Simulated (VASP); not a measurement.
Runs of VASP 6.6.1 on SnO. Symmetry: Pmn2_1, No. 31, orthorhombic system. The conventional cell has a = 3.303 Å, b = 5.758 Å, c = 4.001 Å, α = 90.00°, β = 90.00°, γ = 90.00°. Within 2.8 Å of Sn (site symmetry m) lie 3 O at 2.12 to 2.13 Å. O (site symmetry m) has 3 Sn at 2.12 to 2.13 Å within 2.8 Å. 

```tsv
task	level	potentials or basis	k mesh	cutoff (eV)	GW scheme	GW iterations	cutoff of the response function	frequency points	empty bands	gap on the mesh (eV)	pressure (GPa)	largest force (eV/Å)
single point	r2SCAN	VASP PAW PBE potentials, release 64 (Sn_d, O)	4 × 2 × 4	520	-	-	-	-	-	2.23	1.4	(b)
single point	r2SCAN	VASP PAW PBE potentials, release 64 (Sn_d, O)	6 × 4 × 6	520	-	-	-	-	-	1.96	1.5	0.12
single point	LDA	VASP PAW LDA potentials, release 64 (Sn_d, O)	4 × 2 × 4	520	-	-	-	-	-	1.87	(a)	(d)
single point	PBE	VASP PAW PBE potentials, release 64 (Sn_d, O)	4 × 2 × 4	520	-	-	-	-	-	1.92	4.6	(c)
```

Alike in all rows: no spin polarisation; cell a = 3.303, b = 5.758, c = 4.001 Å, 4 atoms; smearing gaussian 0.01 eV.

Estimate the missing entries.

(a) -1.7; (b) 0.13; (c) 0.63; (d) 0.04.

Caveats: some runs use coarse meshes; spin-orbit coupling is left out, which moves the levels of the heavy elements; the PAW data sets were made with another functional, which shifts forces and pressure a little (some runs).

A k mesh can miss the band edges, and the runs leave out spin-orbit coupling on Sn.
